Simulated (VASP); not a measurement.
# SiNi (rocksalt type) (Fm-3m) in VASP: a series of runs

The runs below take SiNi (rocksalt type) through single point, with LDA.

Everything below comes from runs of VASP 6.6.1. Logs are shortened: lines on timing, memory, paths and dates and some standing lists are left out, and cuts for length are marked.

### Step 1. The cell of the first run

Symmetry: Fm-3m, No. 225, cubic system. The conventional cell has a = 4.548 Å, b = 4.548 Å, c = 4.548 Å, α = 90.00°, β = 90.00°, γ = 90.00°. Ni (site symmetry m-3m) has 6 Si at 2.27 Å within 3.0 Å. Si (site symmetry m-3m) has 6 Ni at 2.27 Å within 3.0 Å.

### Step 2. Single point, LDA (11.76 Å³/atom)

The input, INCAR:

```
  ALGO = Normal
  EDIFF = 1E-6
  ENCUT = 520
  ISIF = 2
  ISMEAR = -1
  LASPH = True
  LCHARG = False
  LREAL = False
  LWAVE = False
  NBANDS = 14
  NELM = 60
  PREC = Accurate
  SIGMA = 0.08
```

The input, KPOINTS:

```
k-points
0
Gamma
  16 16 16
```

The input, POSCAR:

```
SiNi
1.0
    0.0000000000      2.2739878112      2.2739878112
    2.2739878112      0.0000000000      2.2739878112
    2.2739878112      2.2739878112      0.0000000000
Ni Si
1 1
Direct
    0.0000000000      0.0000000000      0.0000000000
    0.5000000000      0.5000000000      0.5000000000
```

Potentials or basis: VASP PAW LDA potentials, release 64 (Ni, Si).

Started as:

```sh
$ cat potpaw_LDA.64/Ni/POTCAR potpaw_LDA.64/Si/POTCAR > POTCAR
$ mpirun -np 1 vasp_std > vasp.out
```

OUTCAR:

```text
EDIFF = 1E-6
   ENCUT = 520
   ISIF = 2
   ISMEAR = -1
   LASPH = True
   LREAL = False
   NELM = 60
   PREC = Accurate

 ion  position               nearest neighbor table
   1  0.000  0.000  0.000-   2 2.27   2 2.27   2 2.27   2 2.27   2 2.27   2 2.27
   2  0.500  0.500  0.500-   1 2.27   1 2.27   1 2.27   1 2.27   1 2.27   1 2.27

  LATTYP: Found a face centered cubic cell.
 ALAT       =     4.5479756224

  Lattice vectors:

 A1 = (   0.0000000000,   2.2739878112,   2.2739878112)
 A2 = (   2.2739878112,   0.0000000000,   2.2739878112)
 A3 = (   2.2739878112,   2.2739878112,   0.0000000000)

Analysis of symmetry for initial positions (statically):
=====================================================================
 Subroutine PRICEL returns:
 Original cell was already a primitive cell.

 Routine SETGRP: Setting up the symmetry group for a
 face centered cubic supercell.

 Subroutine GETGRP returns: Found 48 space group operations
 (whereof 48 operations were pure point group operations)
 out of a pool of 48 trial point group operations.

The static configuration has the point symmetry O_h .

Analysis of symmetry for dynamics (positions and initial velocities):
=====================================================================
 Subroutine PRICEL returns:
 Original cell was already a primitive cell.

 Routine SETGRP: Setting up the symmetry group for a
 face centered cubic supercell.

 Subroutine GETGRP returns: Found 48 space group operations
 (whereof 48 operations were pure point group operations)
 out of a pool of 48 trial point group operations.

The dynamic configuration has the point symmetry O_h .

 Subroutine INISYM returns: Found 48 space group operations
 (whereof 48 operations are pure point group operations),
 and found     1 'primitive' translations

----------------------------------------------------------------------------------------

                                     Primitive cell

  volume of cell :      23.5177

  direct lattice vectors                    reciprocal lattice vectors
     0.000000000  2.273987811  2.273987811    -0.219878048  0.219878048  0.219878048
     2.273987811  0.000000000  2.273987811     0.219878048 -0.219878048  0.219878048
     2.273987811  2.273987811  0.000000000     0.219878048  0.219878048 -0.219878048

  length of vectors
     3.215904403  3.215904403  3.215904403     0.380839950  0.380839950  0.380839950

  position of ions in fractional coordinates (direct lattice)
     0.000000000  0.000000000  0.000000000
     0.500000000  0.500000000  0.500000000

  ion indices of the primitive-cell ions
   primitive index   ion index
                 1           1
                 2           2

[... 79 lines left out ...]
   POTIM  = 0.5000    time-step for ionic-motion
   TEBEG  =    0.0;   TEEND  =   0.0 temperature during run
   PSTRESS=    0.0 pullay stress
   NELECT =      14.0000    total number of electrons
   NUPDOWN=      -1.0000    fix difference up-down
   EMIN   =  10.00;   EMAX   =-10.00  energy-range for DOS
   EFERMI =   0.00;   METHOD = LEGACY
   ISMEAR =    -1;   SIGMA  =   0.08  broadening in eV -4-tet -1-fermi 0-gaus
   EFERMI_NEDOS =   21; number of points for ismear=-14 and -15
   IALGO  =     38    algorithm
   IMIX   =      4    mixing-type and parameters
     AMIX     =   0.40;   BMIX     =  1.00
     AMIX_MAG =   1.60;   BMIX_MAG =  1.00
  volume/ion in A,a.u.               =      11.76        79.35
  Fermi-wavevector in a.u.,A,eV,Ry     =   1.377165  2.602465 25.804592  1.896584
  Thomas-Fermi vector in A             =   2.502343
   LORBIT       =      0    0 simple, 1 ext, 2 COOP (PROOUT), +10 PAW based schemes
   GGA     = CA    functional components
   LHFCALC =     F    Hartree Fock is set to
   AEXX    =    0.0000 exact exchange contribution
   IVDW    =     0    specifies the selected vdW correction
   LEPSILON=     F    determine dielectric tensor
   LRPA    =     F    only Hartree local field effects (RPA)
 non-spin polarized calculation
  energy-cutoff  :      520.00
  volume of cell :       23.52
 maximum number of plane-waves:       648
   NGX = 11   NGY = 11   NGZ = 11

 number of electron      13.9999993 magnetization

 Free energy of the ion-electron system (eV)
  ---------------------------------------------------
  ext. energy  EPLUGINS =         0.00000000
  ---------------------------------------------------
  free energy    TOTEN  =       -12.60207818 eV

  energy without entropy =      -12.57787821  energy(sigma->0) =      -12.58997819

 E-fermi :  10.6247     XC(G=0): -12.5442

 val. band max:       10.6195261816   @ k =   0.5000   0.4375   0.0000
 cond. band min:      10.6503237144   @ k =  -0.3750   0.4375   0.1250
 fundamental gap:      0.0307975328
 Fermi energy:        10.6247057333

 k-point     1 :       0.0000    0.0000    0.0000
  band No.  band energies     occupation
      1      -2.3470      2.00000
      2       7.6163      2.00000
      3       7.6163      2.00000
      4       7.6163      2.00000
      5       7.6233      2.00000
      6       7.6233      2.00000
      7      15.1461      0.00000
      8      15.1461      0.00000
      9      15.1461      0.00000
     10      21.2212      0.00000
     11      21.2212      0.00000
     12      21.2212      0.00000
     13      22.8378      0.00000
     14      25.2310      0.00000
[... 377 lines left out ...]
      1      -2.1236      2.00000
      2       7.5053      2.00000
      3       7.5056      2.00000
      4       7.5240      2.00000
      5       7.6699      2.00000
      6       7.7138      2.00000
      7      14.3361      0.00000
      8      14.7089      0.00000
      9      15.5047      0.00000
     10      20.3716      0.00000
     11      21.3316      0.00000
     12      21.3946      0.00000
     13      23.3958      0.00000
     14      24.4803      0.00000

 [... further k-points ...]
[... 5 lines left out ...]
  --------------------------------------------------------------------------------------
  -------------------------------------------------------------------------------------
  Total        1.7851462      1.7851462      1.7851462     -0.0000000     -0.0000000     -0.0000000
  in kB      121.6157919    121.6157919    121.6157919     -0.0000000     -0.0000000     -0.0000000
  external PRESSURE =     121.6157919 kB  Pullay stress =       0.0000000 kB

 VOLUME and BASIS-vectors are now :
 -----------------------------------------------------------------------------
  energy-cutoff  :      520.00
  volume of cell :       23.52
      direct lattice vectors                 reciprocal lattice vectors
     0.000000000  2.273987811  2.273987811    -0.219878048  0.219878048  0.219878048
     2.273987811  0.000000000  2.273987811     0.219878048 -0.219878048  0.219878048
     2.273987811  2.273987811  0.000000000     0.219878048  0.219878048 -0.219878048

 POSITION                                       TOTAL-FORCE (eV/Angst)
 -----------------------------------------------------------------------------------
      0.00000      0.00000      0.00000        -0.000000     -0.000000      0.000000
      2.27399      2.27399      2.27399         0.000000      0.000000     -0.000000
 -----------------------------------------------------------------------------------
    total drift:                                0.000000     -0.000000     -0.000000

  FREE ENERGIE OF THE ION-ELECTRON SYSTEM (eV)
  ---------------------------------------------------
  free  energy   TOTEN  =       -12.6020781769 eV

  energy  without entropy=      -12.5778782060  energy(sigma->0) =      -12.58997819
```

Wall time 84 s (1 thread of Intel Xeon 8259CL, shared host); peak memory 0.13 GiB.

Results:

```
Free energy            : -12.6021 eV
Pressure               : 12.2 GPa
Band gap on the k mesh : zero (bands 7 and 8 overlap by 5.73 eV)
```

Caveat: the cell stands under pressure. Spin polarisation is off, so any magnetic state and its effect on volume and gap are missing.

### Step 3. Single point, LDA

This run uses another cell than the first one, of 12.51 Å³/atom.

The input, INCAR:

```
ALGO     = Normal         # electronic algorithm
EDIFF    = 1E-7           # SCF threshold, eV
ENCUT    = 520            # plane-wave cutoff, eV
ISIF     = 2              # what is computed and relaxed
ISMEAR   = -1             # smearing method
LASPH    = T              # aspherical terms in the spheres
LCHARG   = F              # write CHGCAR
LREAL    = F              # projectors in reciprocal space
LWAVE    = F              # write WAVECAR
NBANDS   = 14             # bands
NELM     = 80             # most SCF steps
PREC     = Accurate       # precision mode
SIGMA    = 0.08           # smearing width, eV
```

KPOINTS is that of step 2.

The input, POSCAR:

```
SiNi
1.0
    0.0000000000      2.3213761312      2.3213761312
    2.3213761312      0.0000000000      2.3213761312
    2.3213761312      2.3213761312      0.0000000000
Ni Si
1 1
Direct
    0.0000000000      0.0000000000      0.0000000000
    0.5000000000      0.5000000000      0.5000000000
```

Potentials or basis: VASP PAW LDA potentials, release 64 (Ni, Si).

Started as:

```sh
$ cat potpaw_LDA.64/Ni/POTCAR potpaw_LDA.64/Si/POTCAR > POTCAR
$ mpirun -np 1 vasp_std > vasp.out
```

It took 93 s on 1 thread of Intel Xeon 8259CL, shared host; peak memory 0.14 GiB.

Results (log left out):

```yaml
Free_energy: -12.6579 eV
Pressure: 0.3 GPa
Band_gap_on_the_k_mesh: zero (bands 7 and 8 overlap by 5.35 eV)
```

Levels at points of the mesh, in eV from the Fermi level:
```tsv
k point	band 4	band 5	band 6	band 7	band 8	band 9	band 10	band 11
(0.00, 0.00, 0.00)	-2.72	-2.72	-2.72	4.25	4.25	4.25	10.38	10.38
(0.50, 0.00, 0.00)	-3.61	-1.90	-1.90	-1.25	5.99	5.99	6.41	6.41
(0.50, 0.50, 0.00)	-2.36	-1.70	-1.70	-0.75	-0.16	-0.16	4.06	6.40
```
